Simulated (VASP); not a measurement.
# Si (Fd-3m) in VASP: a series of runs

Runs on Si. Level: PBEsol. Tasks: single point.

Everything below comes from runs of VASP 6.6.1. Logs are shortened: lines on timing, memory, paths and dates and some standing lists are left out, and cuts for length are marked.

## Step 1: The cell of the first run

The structure is cubic, space group Fd-3m (No. 227). The conventional cell has a = 5.434 Å, b = 5.434 Å, c = 5.434 Å, α = 90.00°, β = 90.00°, γ = 90.00°. Within 3.1 Å of Si (site symmetry -43m) lie 4 Si at 2.35 Å.

## Step 2: Single point, PBEsol

INCAR

```
  PREC = Accurate
  ENCUT = 520
  EDIFF = 1E-6
  ISMEAR = 0
  SIGMA = 0.02
  LREAL = False
  LASPH = True
  NELM = 80
  ALGO = Normal
  ISIF = 2
  LWAVE = False
  LCHARG = False
  GGA = PS
  NBANDS = 11
  ISYM = 0
```

KPOINTS

```
regular mesh
0
Gamma
  8 8 8
```

POSCAR

```
Si
1.0
    0.0000000000      2.7169170504      2.7169170504
    2.7169170504      0.0000000000      2.7169170504
    2.7169170504      2.7169170504      0.0000000000
Si
2
Direct
    0.2500000000      0.2500000000      0.2500000000
    0.0000000000      0.0000000000      0.0000000000
```

Potentials or basis: VASP PAW PBE potentials, release 64 (Si).

The run is started by

```bash
> cat potpaw_PBE.64/Si/POTCAR > POTCAR
> mpirun -np 1 vasp_std > vasp.out
```

OUTCAR:

```text
PREC = Accurate
   ENCUT = 520
   EDIFF = 1E-6
   ISMEAR = 0
   LREAL = False
   LASPH = True
   NELM = 80
   ISIF = 2
   GGA = PS
   ISYM = 0

 ion  position               nearest neighbor table
   1  0.250  0.250  0.250-   2 2.35   2 2.35   2 2.35   2 2.35
   2  0.000  0.000  0.000-   1 2.35   1 2.35   1 2.35   1 2.35

IMPORTANT INFORMATION: All symmetrisations will be switched off!
NOSYMM: (Re-)initialisation of all symmetry stuff for point group C_1.

----------------------------------------------------------------------------------------

                                     Primitive cell

  volume of cell :      40.1106

  direct lattice vectors                    reciprocal lattice vectors
     0.000000000  2.716917050  2.716917050    -0.184032118  0.184032118  0.184032118
     2.716917050  0.000000000  2.716917050     0.184032118 -0.184032118  0.184032118
     2.716917050  2.716917050  0.000000000     0.184032118  0.184032118 -0.184032118

  length of vectors
     3.842300941  3.842300941  3.842300941     0.318752979  0.318752979  0.318752979

  position of ions in fractional coordinates (direct lattice)
     0.250000000  0.250000000  0.250000000
     0.000000000  0.000000000  0.000000000

  ion indices of the primitive-cell ions
   primitive index   ion index
                 1           1
                 2           2

----------------------------------------------------------------------------------------

 KPOINTS: regular mesh

Automatic generation of k-mesh.
 Grid dimensions read from file:
 generate k-points for:    8    8    8

 Generating k-lattice:

  Cartesian coordinates                     Fractional coordinates (reciprocal lattice)
    -0.023004015  0.023004015  0.023004015     0.125000000  0.000000000  0.000000000
     0.023004015 -0.023004015  0.023004015     0.000000000  0.125000000  0.000000000
     0.023004015  0.023004015 -0.023004015     0.000000000  0.000000000  0.125000000

  Length of vectors
     0.039844122  0.039844122  0.039844122

  Shift w.r.t. Gamma in fractional coordinates (k-lattice)
     0.000000000  0.000000000  0.000000000

 Subroutine IBZKPT returns following result:
 ===========================================

 Found    260 irreducible k-points:

 Following reciprocal coordinates:
            Coordinates               Weight
  0.000000  0.000000  0.000000      1.000000
  0.125000  0.000000  0.000000      2.000000
  0.000000  0.125000  0.000000      2.000000
  0.000000  0.000000  0.125000      2.000000
  0.125000  0.125000  0.125000      2.000000
  0.250000  0.000000  0.000000      2.000000
[... 16 lines left out ...]
  0.125000  0.000000  0.250000      2.000000
  0.125000  0.125000 -0.125000      2.000000
 [... further k-points ...]
   k-points           NKPTS =    260   k-points in BZ     NKDIM =    260   number of bands    NBANDS=     11
   number of dos      NEDOS =    301   number of ions     NIONS =      2
   total plane-waves  NPLWV =  27000
   dimension x,y,z NGX =    30 NGY =   30 NGZ =   30
   dimension x,y,z NGXF=    60 NGYF=   60 NGZF=   60
   ions per type =               2
   NGX,Y,Z   is equivalent  to a cutoff of  12.98, 12.98, 12.98 a.u.
   NGXF,Y,Z  is equivalent  to a cutoff of  25.96, 25.96, 25.96 a.u.
 SYSTEM =  unknown system
   PREC   = accura    normal or accurate (medium, high low for compatibility)
   ISTART =      0    job   : 0-new  1-cont  2-samecut
   ICHARG =      2    charge: 1-file 2-atom 10-const
   ISPIN  =      1    spin polarized calculation?
   LNONCOLLINEAR =      F non collinear calculations
   LSORBIT =      F    spin-orbit coupling
   LASPH  =      T    aspherical Exc in radial PAW
   ENCUT  =  520.0 eV  38.22 Ry    6.18 a.u.   7.14  7.14  7.14*2*pi/ulx,y,z
   NELM   =     80;   NELMIN=  2; NELMDL= -5     # of ELM steps
   EDIFF  = 0.1E-05   stopping-criterion for ELM
   LREAL  =      F    real-space projection
   EDIFFG = 0.1E-04   stopping-criterion for IOM
   NSW    =      0    number of steps for IOM
   IBRION =     -1    ionic relax: 0-MD 1-quasi-New 2-CG
   NFREE  =      0    steps in history (QN), initial steepest desc. (CG)
   ISIF   =      2    stress and relaxation
   ISYM   =      0    0-nonsym 1-usesym 2-fastsym
   POTIM  = 0.5000    time-step for ionic-motion
   TEBEG  =    0.0;   TEEND  =   0.0 temperature during run
   PSTRESS=    0.0 pullay stress
   NELECT =       8.0000    total number of electrons
   NUPDOWN=      -1.0000    fix difference up-down
   EMIN   =  10.00;   EMAX   =-10.00  energy-range for DOS
   EFERMI =   0.00;   METHOD = LEGACY
   ISMEAR =     0;   SIGMA  =   0.02  broadening in eV -4-tet -1-fermi 0-gaus
   EFERMI_NEDOS =   21; number of points for ismear=-14 and -15
   IALGO  =     38    algorithm
   IMIX   =      4    mixing-type and parameters
     AMIX     =   0.40;   BMIX     =  1.00
     AMIX_MAG =   1.60;   BMIX_MAG =  1.00
  volume/ion in A,a.u.               =      20.06       135.34
  Fermi-wavevector in a.u.,A,eV,Ry     =   0.956500  1.807523 12.447873  0.914893
  Thomas-Fermi vector in A             =   2.085434
   LORBIT       =      0    0 simple, 1 ext, 2 COOP (PROOUT), +10 PAW based schemes
   GGA     = PS    functional components
   LHFCALC =     F    Hartree Fock is set to
   AEXX    =    0.0000 exact exchange contribution
   IVDW    =     0    specifies the selected vdW correction
   LEPSILON=     F    determine dielectric tensor
   LRPA    =     F    only Hartree local field effects (RPA)
 non-spin polarized calculation
 Gauss-broadening in eV      SIGMA  =   0.02
  energy-cutoff  :      520.00
  volume of cell :       40.11
 maximum number of plane-waves:      1106
 NGX is ok and might be reduce to    30

 number of electron       8.0000001 magnetization

 Free energy of the ion-electron system (eV)
  ---------------------------------------------------
  ext. energy  EPLUGINS =         0.00000000
  ---------------------------------------------------
  free energy    TOTEN  =       -11.48911737 eV

  energy without entropy =      -11.48911737  energy(sigma->0) =      -11.48911737

 E-fermi :   5.9310     XC(G=0):  -9.5463

 val. band max:        5.7740614601   @ k =   0.0000   0.0000   0.0000
 cond. band min:       6.2794864043   @ k =   0.3750   0.0000   0.3750
 fundamental gap:      0.5054249442
 Fermi energy:         5.9309893542

 k-point     1 :       0.0000    0.0000    0.0000
  band No.  band energies     occupation
      1      -6.2048      2.00000
      2       5.7741      2.00000
      3       5.7741      2.00000
      4       5.7741      2.00000
      5       8.2900      0.00000
      6       8.2900      0.00000
      7       8.2900      0.00000
      8       9.0785      0.00000
      9      13.4608      0.00000
     10      13.4608      0.00000
     11      13.4767      0.00000

 k-point     2 :       0.1250    0.0000    0.0000
  band No.  band energies     occupation
      1      -6.0001      2.00000
      2       4.1617      2.00000
      3       5.4819      2.00000
      4       5.4819      2.00000
      5       8.2144      0.00000
      6       8.7174      0.00000
      7       8.7174      0.00000
      8      10.4280      0.00000
      9      12.9566      0.00000
     10      12.9566      0.00000
     11      14.2832      0.00000

 k-point     3 :       0.0000    0.1250    0.0000
  band No.  band energies     occupation
      1      -6.0001      2.00000
      2       4.1617      2.00000
      3       5.4819      2.00000
      4       5.4819      2.00000
      5       8.2144      0.00000
      6       8.7174      0.00000
      7       8.7174      0.00000
      8      10.4280      0.00000
      9      12.9566      0.00000
     10      12.9566      0.00000
     11      14.2832      0.00000

 k-point     4 :       0.0000    0.0000    0.1250
  band No.  band energies     occupation
      1      -6.0001      2.00000
      2       4.1617      2.00000
      3       5.4819      2.00000
      4       5.4819      2.00000
      5       8.2144      0.00000
      6       8.7174      0.00000
      7       8.7174      0.00000
      8      10.4280      0.00000
      9      12.9566      0.00000
     10      12.9566      0.00000
     11      14.2832      0.00000

 k-point     5 :       0.1250    0.1250    0.1250
  band No.  band energies     occupation
      1      -6.0001      2.00000
      2       4.1617      2.00000
      3       5.4819      2.00000
      4       5.4819      2.00000
      5       8.2144      0.00000
      6       8.7174      0.00000
      7       8.7174      0.00000
      8      10.4280      0.00000
      9      12.9566      0.00000
     10      12.9566      0.00000
     11      14.2832      0.00000

 k-point     6 :       0.2500    0.0000    0.0000
  band No.  band energies     occupation
      1      -5.4028      2.00000
      2       1.8248      2.00000
      3       5.0097      2.00000
      4       5.0097      2.00000
      5       7.7290      0.00000
      6       9.2302      0.00000
      7       9.2302      0.00000
      8      12.6079      0.00000
      9      12.9035      0.00000
     10      12.9035      0.00000
     11      14.5516      0.00000

 k-point     7 :       0.0000    0.2500    0.0000
  band No.  band energies     occupation
      1      -5.4028      2.00000
      2       1.8248      2.00000
      3       5.0097      2.00000
      4       5.0097      2.00000
      5       7.7290      0.00000
      6       9.2302      0.00000
      7       9.2302      0.00000
      8      12.6079      0.00000
      9      12.9035      0.00000
     10      12.9035      0.00000
     11      14.5516      0.00000

 k-point     8 :       0.0000    0.0000    0.2500
  band No.  band energies     occupation
      1      -5.4028      2.00000
      2       1.8248      2.00000
      3       5.0097      2.00000
      4       5.0097      2.00000
      5       7.7290      0.00000
      6       9.2302      0.00000
      7       9.2302      0.00000
      8      12.6079      0.00000
      9      12.9035      0.00000
     10      12.9035      0.00000
     11      14.5516      0.00000
[... 141 lines left out ...]
 k-point    19 :       0.0000    0.1250    0.1250
  band No.  band energies     occupation
      1      -5.9312      2.00000
      2       4.4357      2.00000
      3       4.9571      2.00000
      4       4.9571      2.00000
      5       7.7149      0.00000
      6       9.4389      0.00000
      7       9.4389      0.00000
      8      10.1087      0.00000
      9      12.2063      0.00000
     10      13.7631      0.00000
     11      14.5855      0.00000

 k-point    20 :       0.1250    0.0000    0.1250
  band No.  band energies     occupation
      1      -5.9312      2.00000
      2       4.4357      2.00000
      3       4.9571      2.00000
      4       4.9571      2.00000
      5       7.7149      0.00000
      6       9.4389      0.00000
      7       9.4389      0.00000
      8      10.1087      0.00000
      9      12.2063      0.00000
     10      13.7631      0.00000
     11      14.5855      0.00000

 k-point    21 :       0.2500    0.1250    0.0000
  band No.  band energies     occupation
      1      -5.4613      2.00000
      2       2.5362      2.00000
      3       4.4433      2.00000
      4       4.5169      2.00000
      5       7.8479      0.00000
      6       9.4340      0.00000
      7      10.2009      0.00000
      8      10.4310      0.00000
      9      13.2174      0.00000
     10      13.9149      0.00000
     11      15.5943      0.00000

 k-point    22 :       0.0000    0.2500    0.1250
  band No.  band energies     occupation
      1      -5.4613      2.00000
      2       2.5362      2.00000
      3       4.4433      2.00000
      4       4.5169      2.00000
      5       7.8479      0.00000
      6       9.4340      0.00000
      7      10.2009      0.00000
      8      10.4310      0.00000
      9      13.2174      0.00000
     10      13.9149      0.00000
     11      15.5943      0.00000

 k-point    23 :       0.1250    0.0000    0.2500
  band No.  band energies     occupation
      1      -5.4613      2.00000
      2       2.5362      2.00000
      3       4.4433      2.00000
      4       4.5169      2.00000
      5       7.8479      0.00000
      6       9.4340      0.00000
      7      10.2009      0.00000
      8      10.4310      0.00000
      9      13.2174      0.00000
     10      13.9149      0.00000
     11      15.5943      0.00000

 k-point    24 :       0.1250    0.1250   -0.1250
  band No.  band energies     occupation
      1      -5.4613      2.00000
      2       2.5362      2.00000
      3       4.4433      2.00000
      4       4.5169      2.00000
      5       7.8479      0.00000
      6       9.4340      0.00000
      7      10.2009      0.00000
      8      10.4310      0.00000
      9      13.2174      0.00000
     10      13.9149      0.00000
     11      15.5943      0.00000

 [... further k-points ...]

------------------------ aborting loop because EDIFF is reached ----------------------------------------

  FORCE on cell =-STRESS in cart. coord.  units (eV):
  Direction    XX          YY          ZZ          XY          YZ          ZX
  --------------------------------------------------------------------------------------
  -------------------------------------------------------------------------------------
  Total        0.0271340      0.0271342      0.0271341      0.0000019      0.0000017     -0.0000037
  in kB        1.0838410      1.0838495      1.0838442      0.0000745      0.0000666     -0.0001462
  external PRESSURE =       1.0838449 kB  Pullay stress =       0.0000000 kB

 VOLUME and BASIS-vectors are now :
 -----------------------------------------------------------------------------
  energy-cutoff  :      520.00
  volume of cell :       40.11
      direct lattice vectors                 reciprocal lattice vectors
     0.000000000  2.716917050  2.716917050    -0.184032118  0.184032118  0.184032118
     2.716917050  0.000000000  2.716917050     0.184032118 -0.184032118  0.184032118
     2.716917050  2.716917050  0.000000000     0.184032118  0.184032118 -0.184032118

 POSITION                                       TOTAL-FORCE (eV/Angst)
 -----------------------------------------------------------------------------------
      1.35846      1.35846      1.35846         0.000000      0.000000     -0.000000
      0.00000      0.00000      0.00000        -0.000000     -0.000000      0.000000
 -----------------------------------------------------------------------------------
    total drift:                                0.000000      0.000001     -0.000000

  FREE ENERGIE OF THE ION-ELECTRON SYSTEM (eV)
  ---------------------------------------------------
  free  energy   TOTEN  =       -11.4891173690 eV

  energy  without entropy=      -11.4891173690  energy(sigma->0) =      -11.48911737
```

Wall time 68 s (1 thread of AMD EPYC 7R13 (Zen 3), shared host); peak memory 0.19 GiB.

What came out:

| Property | Result |
| --- | --- |
| Free energy | -11.4891 eV |
| Pressure | 0.1 GPa |
| Band gap on the k mesh | 0.51 eV (least direct gap 2.52 eV) |

Levels at points of the mesh, in eV from the valence-band top:
| k point | band 2 | band 3 | band 4 | band 5 | band 6 | band 7 |
| --- | --- | --- | --- | --- | --- | --- |
| (0.00, 0.00, 0.00) | 0.00 | 0.00 | 0.00 | 2.52 | 2.52 | 2.52 |
| (0.50, 0.00, 0.00) | -7.01 | -1.20 | -1.20 | 1.46 | 3.27 | 3.27 |
| (0.00, 0.50, 0.00) | -7.01 | -1.20 | -1.20 | 1.46 | 3.27 | 3.27 |
| (0.00, 0.00, 0.50) | -7.01 | -1.20 | -1.20 | 1.46 | 3.27 | 3.27 |
| (0.50, 0.50, 0.50) | -7.01 | -1.20 | -1.20 | 1.46 | 3.27 | 3.27 |
| (0.50, 0.50, 0.00) | -7.82 | -2.87 | -2.87 | 0.59 | 0.59 | 10.05 |
| (0.00, 0.50, 0.50) | -7.82 | -2.87 | -2.87 | 0.59 | 0.59 | 10.05 |
| (0.50, 0.00, 0.50) | -7.82 | -2.87 | -2.87 | 0.59 | 0.59 | 10.05 |

Caveat: semilocal functionals underestimate gaps, and a narrow one can read as zero; the PAW data sets were made with another functional, which shifts forces and pressure a little.

## Step 3: Single point, PBEsol

This run uses another cell than the first one: it holds 32 atoms, not 2.

INCAR

```
SYSTEM = Si
PREC = Accurate ; ENCUT = 520
EDIFF = 1E-7 ; ISMEAR = 0
SIGMA = 0.02 ; LREAL = Auto
LASPH = .TRUE. ; NELM = 80
ALGO = Normal ; ISIF = 2
LWAVE = .FALSE. ; LCHARG = .FALSE.
GGA = PS ; NBANDS = 86
```

KPOINTS

```
Automatic mesh
0
G
  3 3 3
  0 0 0
```

POSCAR

```
Si
1.0
    5.4338341008      5.4338341008      5.4338341008
   -5.4338341008      5.4338341008     -5.4338341008
   -5.4338341008     -5.4338341008      5.4338341008
Si
32
Direct
    0.2500000000      0.0000000000      0.0000000000
    0.2500000000      0.7500000000      0.2500000000
    0.5000000000      0.7500000000      0.0000000000
    0.2500000000      0.5000000000      0.5000000000
    0.5000000000      0.5000000000      0.2500000000
    0.7500000000      0.5000000000      0.0000000000
    0.2500000000      0.2500000000      0.7500000000
    0.5000000000      0.2500000000      0.5000000000
    0.7500000000      0.2500000000      0.2500000000
    0.0000000000      0.2500000000      0.0000000000
    0.5000000000      0.0000000000      0.7500000000
    0.7500000000      0.0000000000      0.5000000000
    0.0000000000      0.0000000000      0.2500000000
    0.7500000000      0.7500000000      0.7500000000
    0.0000000000      0.7500000000      0.5000000000
    0.0000000000      0.5000000000      0.7500000000
    0.0000000000      0.0000000000      0.0000000000
    0.0000000000      0.7500000000      0.2500000000
    0.2500000000      0.7500000000      0.0000000000
    0.0000000000      0.5000000000      0.5000000000
    0.2500000000      0.5000000000      0.2500000000
    0.5000000000      0.5000000000      0.0000000000
    0.0000000000      0.2500000000      0.7500000000
    0.2500000000      0.2500000000      0.5000000000
    0.5000000000      0.2500000000      0.2500000000
    0.7500000000      0.2500000000      0.0000000000
    0.2500000000      0.0000000000      0.7500000000
    0.5000000000      0.0000000000      0.5000000000
    0.7500000000      0.0000000000      0.2500000000
    0.5000000000      0.7500000000      0.7500000000
    0.7500000000      0.7500000000      0.5000000000
    0.7500000000      0.5000000000      0.7500000000
```

Potentials or basis: VASP PAW PBE potentials, release 64 (Si).

The run is started by

```bash
> cat potpaw_PBE.64/Si/POTCAR > POTCAR
> mpirun -np 1 vasp_std > vasp.out
```

Wall time 5.5 min (1 thread of AMD EPYC 7R13 (Zen 3), shared host); peak memory 0.66 GiB.

Results (log left out):

- Free energy: -183.9038 eV
- Pressure: 0.1 GPa
- Band gap on the k mesh: 0.59 eV

Levels at points of the mesh, in eV from the valence-band top:
| k point | band 60 | band 61 | band 62 | band 63 | band 64 | band 65 | band 66 | band 67 | band 68 | band 69 |
| --- | --- | --- | --- | --- | --- | --- | --- | --- | --- | --- |
| (0.00, 0.00, 0.00) | -1.33 | -1.33 | 0.00 | 0.00 | 0.00 | 0.59 | 0.59 | 0.59 | 0.59 | 0.59 |

Caveat: semilocal functionals underestimate gaps, and a narrow one can read as zero; the PAW data sets were made with another functional, which shifts forces and pressure a little; an odd mesh through Γ misses points on the zone boundary, where band edges can lie.
